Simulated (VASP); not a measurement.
# AlN (P6_3/mmc) in VASP: a series of runs

The runs below take AlN through single point, with PBE, r2SCAN.

Everything below comes from runs of VASP 6.6.1. Logs are shortened: lines on timing, memory, paths and dates and some standing lists are left out, and cuts for length are marked.

### 1 The cell of the first run

The structure is hexagonal, space group P6_3/mmc (No. 194). Conventional cell: a = 3.292 Å, b = 3.292 Å, c = 4.137 Å, α = 90.00°, β = 90.00°, γ = 120.00°. Al (site symmetry -6m2) has 5 N at 1.90 to 2.07 Å within 2.5 Å. Within 2.5 Å of N (site symmetry -6m2) lie 5 Al at 1.90 to 2.07 Å.

### 2 Single point, PBE

Input file INCAR:

```
  PREC = Accurate
  ENCUT = 520
  EDIFF = 1E-7
  ISMEAR = 0
  SIGMA = 0.01
  LREAL = F
  LASPH = T
  NELM = 80
  ALGO = Normal
  ISIF = 2
  LWAVE = F
  LCHARG = F
  GGA = PE
  NBANDS = 16
```

Input file KPOINTS:

```
regular mesh
0
Gamma
  12 12 6
```

Input file POSCAR:

```
AlN
1.0
    3.2923468268      0.0000000000      0.0000000000
   -1.6461734134      2.8512559901      0.0000000000
    0.0000000000      0.0000000000      4.1369586208
Al N
2 2
Direct
    0.3333333333      0.6666666667      0.2500000000
    0.6666666667      0.3333333333      0.7500000000
    0.6666666667      0.3333333333      0.2500000000
    0.3333333333      0.6666666667      0.7500000000
```

Potentials or basis: VASP PAW PBE potentials, release 64 (Al, N).

The run is started by

```
$ cat potpaw_PBE.64/Al/POTCAR potpaw_PBE.64/N/POTCAR > POTCAR
$ mpirun -np 1 vasp_std > vasp.out
```

OUTCAR:

```text
PREC = Accurate
   ENCUT = 520
   EDIFF = 1E-7
   ISMEAR = 0
   LREAL = F
   LASPH = T
   NELM = 80
   ISIF = 2
   GGA = PE

 ion  position               nearest neighbor table
   1  0.333  0.667  0.250-   3 1.90   3 1.90   3 1.90   4 2.07   4 2.07   2 2.81   2 2.81   2 2.81
                             2 2.81   2 2.81   2 2.81
   2  0.667  0.333  0.750-   4 1.90   4 1.90   4 1.90   3 2.07   3 2.07   1 2.81   1 2.81   1 2.81
                             1 2.81   1 2.81   1 2.81
   3  0.667  0.333  0.250-   1 1.90   1 1.90   1 1.90   2 2.07   2 2.07
   4  0.333  0.667  0.750-   2 1.90   2 1.90   2 1.90   1 2.07   1 2.07

  LATTYP: Found a hexagonal cell.
 ALAT       =     3.2923468268
 C/A-ratio  =     1.2565379161

  Lattice vectors:

 A1 = (   3.2923468268,   0.0000000000,   0.0000000000)
 A2 = (  -1.6461734134,   2.8512559901,   0.0000000000)
 A3 = (   0.0000000000,   0.0000000000,   4.1369586208)

Analysis of symmetry for initial positions (statically):
=====================================================================
 Subroutine PRICEL returns:
 Original cell was already a primitive cell.

 Routine SETGRP: Setting up the symmetry group for a
 hexagonal supercell.

 Subroutine GETGRP returns: Found 24 space group operations
 (whereof 12 operations were pure point group operations)
 out of a pool of 24 trial point group operations.

The static configuration has the point symmetry D_3d.
 The point group associated with its full space group is D_6h.

Analysis of symmetry for dynamics (positions and initial velocities):
=====================================================================
 Subroutine PRICEL returns:
 Original cell was already a primitive cell.

 Routine SETGRP: Setting up the symmetry group for a
 hexagonal supercell.

 Subroutine GETGRP returns: Found 24 space group operations
 (whereof 12 operations were pure point group operations)
 out of a pool of 24 trial point group operations.

The dynamic configuration has the point symmetry D_3d.
 The point group associated with its full space group is D_6h.

 Subroutine INISYM returns: Found 24 space group operations
 (whereof 12 operations are pure point group operations),
 and found     1 'primitive' translations

----------------------------------------------------------------------------------------

[... 91 lines left out ...]
   LNONCOLLINEAR =      F non collinear calculations
   LSORBIT =      F    spin-orbit coupling
   LASPH  =      T    aspherical Exc in radial PAW
   ENCUT  =  520.0 eV  38.22 Ry    6.18 a.u.   6.12  6.12  7.69*2*pi/ulx,y,z
   NELM   =     80;   NELMIN=  2; NELMDL= -5     # of ELM steps
   EDIFF  = 0.1E-06   stopping-criterion for ELM
   LREAL  =      F    real-space projection
   EDIFFG = 0.1E-05   stopping-criterion for IOM
   NSW    =      0    number of steps for IOM
   IBRION =     -1    ionic relax: 0-MD 1-quasi-New 2-CG
   NFREE  =      0    steps in history (QN), initial steepest desc. (CG)
   ISIF   =      2    stress and relaxation
   ISYM   =      2    0-nonsym 1-usesym 2-fastsym
   POTIM  = 0.5000    time-step for ionic-motion
   TEBEG  =    0.0;   TEEND  =   0.0 temperature during run
   PSTRESS=    0.0 pullay stress
   NELECT =      16.0000    total number of electrons
   NUPDOWN=      -1.0000    fix difference up-down
   EMIN   =  10.00;   EMAX   =-10.00  energy-range for DOS
   EFERMI =   0.00;   METHOD = LEGACY
   ISMEAR =     0;   SIGMA  =   0.01  broadening in eV -4-tet -1-fermi 0-gaus
   EFERMI_NEDOS =   21; number of points for ismear=-14 and -15
   IALGO  =     38    algorithm
   IMIX   =      4    mixing-type and parameters
     AMIX     =   0.40;   BMIX     =  1.00
     AMIX_MAG =   1.60;   BMIX_MAG =  1.00
  volume/ion in A,a.u.               =       9.71        65.52
  Fermi-wavevector in a.u.,A,eV,Ry     =   1.218168  2.302004 20.190136  1.483933
  Thomas-Fermi vector in A             =   2.353464
   LORBIT       =      0    0 simple, 1 ext, 2 COOP (PROOUT), +10 PAW based schemes
   GGA     = PE    functional components
   LHFCALC =     F    Hartree Fock is set to
   AEXX    =    0.0000 exact exchange contribution
   IVDW    =     0    specifies the selected vdW correction
   LEPSILON=     F    determine dielectric tensor
   LRPA    =     F    only Hartree local field effects (RPA)
 non-spin polarized calculation
 Gauss-broadening in eV      SIGMA  =   0.01
  energy-cutoff  :      520.00
  volume of cell :       38.83
 maximum number of plane-waves:      1066
   NGX = 13   NGY = 13   NGZ = 15

 number of electron      16.0000000 magnetization

 Free energy of the ion-electron system (eV)
  ---------------------------------------------------
  ext. energy  EPLUGINS =         0.00000000
  ---------------------------------------------------
  free energy    TOTEN  =       -29.30357433 eV

  energy without entropy =      -29.30357433  energy(sigma->0) =      -29.30357433

 E-fermi :   8.2706     XC(G=0): -11.2672

 val. band max:        8.1989629091   @ k =   0.0000   0.0000   0.0000
 cond. band min:      11.6649818133   @ k =   0.0000   0.0000   0.0000
 fundamental gap:      3.4660189042
 Fermi energy:         8.2705666617

 k-point     1 :       0.0000    0.0000    0.0000
  band No.  band energies     occupation
      1      -8.7539      2.00000
      2      -4.9805      2.00000
      3       1.2230      2.00000
      4       4.8647      2.00000
      5       4.8647      2.00000
      6       6.5802      2.00000
[... 433 lines left out ...]
      3       1.5288      2.00000
      4       3.2765      2.00000
      5       4.0179      2.00000
      6       4.1123      2.00000
[... 8 lines left out ...]
     15      20.0363      0.00000
     16      21.1671      0.00000

 [... further k-points ...]
[... 5 lines left out ...]
  --------------------------------------------------------------------------------------
  -------------------------------------------------------------------------------------
  Total        1.2091156      1.2091156      1.2749211     -0.0000000      0.0000000      0.0000000
  in kB       49.8833314     49.8833314     52.5982044     -0.0000000      0.0000000      0.0000000
  external PRESSURE =      50.7882891 kB  Pullay stress =       0.0000000 kB

 VOLUME and BASIS-vectors are now :
 -----------------------------------------------------------------------------
  energy-cutoff  :      520.00
  volume of cell :       38.83
      direct lattice vectors                 reciprocal lattice vectors
     3.292346827  0.000000000  0.000000000     0.303734707  0.175361315  0.000000000
    -1.646173413  2.851255990  0.000000000     0.000000000  0.350722630  0.000000000
     0.000000000  0.000000000  4.136958621     0.000000000  0.000000000  0.241723472

 POSITION                                       TOTAL-FORCE (eV/Angst)
 -----------------------------------------------------------------------------------
     -0.00000      1.90084      1.03424         0.000000     -0.000000      0.000000
      1.64617      0.95042      3.10272        -0.000000      0.000000      0.000000
      1.64617      0.95042      1.03424         0.000000     -0.000000      0.000000
     -0.00000      1.90084      3.10272        -0.000000      0.000000      0.000000
 -----------------------------------------------------------------------------------
    total drift:                               -0.000000      0.000000     -0.000000

  FREE ENERGIE OF THE ION-ELECTRON SYSTEM (eV)
  ---------------------------------------------------
  free  energy   TOTEN  =       -29.3035743350 eV

  energy  without entropy=      -29.3035743350  energy(sigma->0) =      -29.30357433
```

OSZICAR:

```text
N       E                     dE             d eps       ncg     rms          rms(c)
DAV:   1     0.415747448255E+02    0.41575E+02   -0.74932E+03  2432   0.908E+02
DAV:   2    -0.305699602041E+02   -0.72145E+02   -0.64956E+02  3512   0.187E+02
DAV:   3    -0.338531887491E+02   -0.32832E+01   -0.32700E+01  2872   0.413E+01
DAV:   4    -0.338726229613E+02   -0.19434E-01   -0.19432E-01  3032   0.359E+00
DAV:   5    -0.338728801708E+02   -0.25721E-03   -0.25721E-03  2808   0.415E-01    0.119E+01
DAV:   6    -0.293244616162E+02    0.45484E+01   -0.90687E+00  3120   0.227E+01    0.394E+00
DAV:   7    -0.293235811142E+02    0.88050E-03   -0.76355E-01  2744   0.606E+00    0.289E+00
DAV:   8    -0.293119951633E+02    0.11586E-01   -0.88206E-02  2592   0.255E+00    0.874E-01
DAV:   9    -0.293030944388E+02    0.89007E-02   -0.18626E-02  3128   0.109E+00    0.278E-01
DAV:  10    -0.293036786988E+02   -0.58426E-03   -0.31942E-03  2792   0.370E-01    0.164E-01
DAV:  11    -0.293035730463E+02    0.10565E-03   -0.21467E-04  2848   0.118E-01    0.440E-02
DAV:  12    -0.293035747714E+02   -0.17251E-05   -0.15877E-05  2840   0.314E-02    0.748E-03
DAV:  13    -0.293035743216E+02    0.44978E-06   -0.54424E-06  2976   0.176E-02    0.653E-03
DAV:  14    -0.293035743350E+02   -0.13365E-07   -0.47747E-07  2784   0.614E-03
   1 F= -.29303574E+02 E0= -.29303574E+02  d E =-.353354E-27
```

It took 75 s on 1 thread of AMD EPYC 7R13, shared host; peak memory 0.14 GiB.

What came out:

```
Free energy            : -29.3036 eV
Pressure               : 5.1 GPa
Band gap on the k mesh : 3.47 eV, direct
```

Stress tensor (GPa, compression positive):
```
4.99 0.00 0.00
0.00 4.99 0.00
0.00 0.00 5.26
```

Levels at points of the mesh, in eV from the valence-band top:
| k point | band 4 | band 5 | band 6 | band 7 | band 8 | band 9 | band 10 | band 11 | band 12 | band 13 |
| --- | --- | --- | --- | --- | --- | --- | --- | --- | --- | --- |
| (0.00, 0.00, 0.00) | -3.33 | -3.33 | -1.62 | -1.62 | 0.00 | 3.47 | 4.60 | 8.36 | 8.36 | 11.46 |
| (0.50, 0.00, 0.00) | -4.81 | -4.56 | -4.29 | -2.94 | -1.43 | 3.95 | 7.30 | 7.37 | 9.26 | 9.59 |
| (0.00, 0.00, 0.50) | -3.74 | -2.52 | -2.52 | -2.52 | -2.52 | 5.83 | 5.83 | 8.52 | 8.52 | 8.52 |
| (0.50, 0.00, 0.50) | -7.35 | -3.29 | -3.29 | -1.76 | -1.76 | 5.18 | 5.18 | 9.56 | 9.56 | 11.73 |

### 3 Single point, r2SCAN

POSCAR is that of step 2.

Input file INCAR.step1:

```
SYSTEM = AlN
  ALGO = Normal
  EDIFF = 1E-4
  ENCUT = 520
  GGA = PE
  ISMEAR = 0
  LASPH = .TRUE.
  LCHARG = .FALSE.
  LREAL = .FALSE.
  LWAVE = .TRUE.
  NBANDS = 16
  NELM = 100
  PREC = Accurate
  SIGMA = 0.01
```

Input file INCAR.step2:

```
SYSTEM = AlN
  ALGO = Normal
  EDIFF = 1E-7
  ENCUT = 520
  ISIF = 2
  ISMEAR = 0
  ISTART = 1
  LASPH = .TRUE.
  LCHARG = .FALSE.
  LMIXTAU = .TRUE.
  LREAL = .FALSE.
  LWAVE = .FALSE.
  METAGGA = R2SCAN
  NBANDS = 16
  NELM = 100
  PREC = Accurate
  SIGMA = 0.01
```

Input file KPOINTS:

```
k-points
0
G
  9 9 6
  0 0 0
```

Potentials or basis: VASP PAW PBE potentials, release 64 (Al, N).

The run is started by

```
$ cat potpaw_PBE.64/Al/POTCAR potpaw_PBE.64/N/POTCAR > POTCAR
$ cp INCAR.step1 INCAR
$ mpirun -np 1 vasp_std > vasp.out
$ cp INCAR.step2 INCAR
$ mpirun -np 1 vasp_std > vasp.out
```

It took 3.9 min on 1 thread of AMD EPYC 7R13, shared host; peak memory 0.13 GiB.

Results (log left out):

- Free energy: -38.0122 eV
- Pressure: -0.6 GPa
- Band gap on the k mesh: 4.06 eV, direct

Stress tensor (GPa, compression positive):
```
-0.45  0.00  0.00
 0.00 -0.45  0.00
 0.00  0.00 -0.81
```

Levels at points of the mesh, in eV from the valence-band top:
| k point | band 6 | band 7 | band 8 | band 9 | band 10 | band 11 |
| --- | --- | --- | --- | --- | --- | --- |
| (0.00, 0.00, 0.00) | -1.71 | -1.71 | 0.00 | 4.06 | 5.40 | 9.16 |
| (0.00, 0.00, 0.50) | -2.64 | -2.64 | -2.64 | 6.49 | 6.49 | 9.28 |

Caveat: the PAW data sets were made with another functional, which shifts forces and pressure a little. r2SCAN opens gaps a little over a GGA but as a rule still falls short of measured ones.
